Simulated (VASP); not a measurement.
Wanted: the native input for a VASP 6.6.1 run.

- Task: single point
- Functional: LDA
- Potentials or basis: VASP PAW LDA potentials, release 64 (Re)
- Cutoff: 520 eV
- k mesh: 21 × 21 × 12
- Occupations: gaussian, width 0.15 eV
- Spin: no spin polarisation
- Dipole correction: no
- Further INCAR settings: ALGO = Fast; EDIFF = 1e-07; NBANDS = 14

The structure of Re lies in POSCAR:

```
Re
1.0
    2.8482964699      0.0000000000      0.0000000000
   -1.4241482350      2.3230060072      0.0000000000
    0.0000000000      0.0000000000      4.4735766300
Re
2
Direct
    0.3333333333      0.6666666667      0.2500000000
    0.6666666667      0.3333333333      0.7500000000
```

This cell differs from its parent crystal: strain +0.0300 x Voigt [1, -1, 0, 0, 0, 0].

One way to write it, as run:

INCAR

```
SYSTEM = Re
PREC = Accurate
ENCUT = 520
EDIFF = 1E-7
ISMEAR = 0
SIGMA = 0.15
LREAL = .False.
LASPH = .True.
NELM = 60
ALGO = Fast
ISIF = 2
LWAVE = .False.
LCHARG = .True.
GGA = CA
LELF = .True.
LVHAR = .True.
NBANDS = 14
```

KPOINTS

```
regular mesh
0
Gamma
  21 21 12
  0 0 0
```

Potentials or basis: VASP PAW LDA potentials, release 64 (Re).

The run is started by

```console
$ cat potpaw_LDA.64/Re/POTCAR > POTCAR
$ mpirun -np 1 vasp_std > vasp.out
```

Results of the run:

The pressure is -10.1 GPa and the largest force is 0.166 eV/Å. The band gap on the k mesh is zero (bands 7 and 8 overlap by 3.01 eV).

Caveat: the cell differs from its parent crystal (strain +0.0300 x Voigt [1, -1, 0, 0, 0, 0]); the stress differs along the axes, from -19 to 0 GPa; spin-orbit coupling is left out, which moves the levels of the heavy elements.

Wall time 6.6 min on 1 thread of Intel(R) Xeon(R) Platinum 8375C CPU @ 2.90GHz (Ice Lake), on a shared host, peak memory 0.4 GiB.
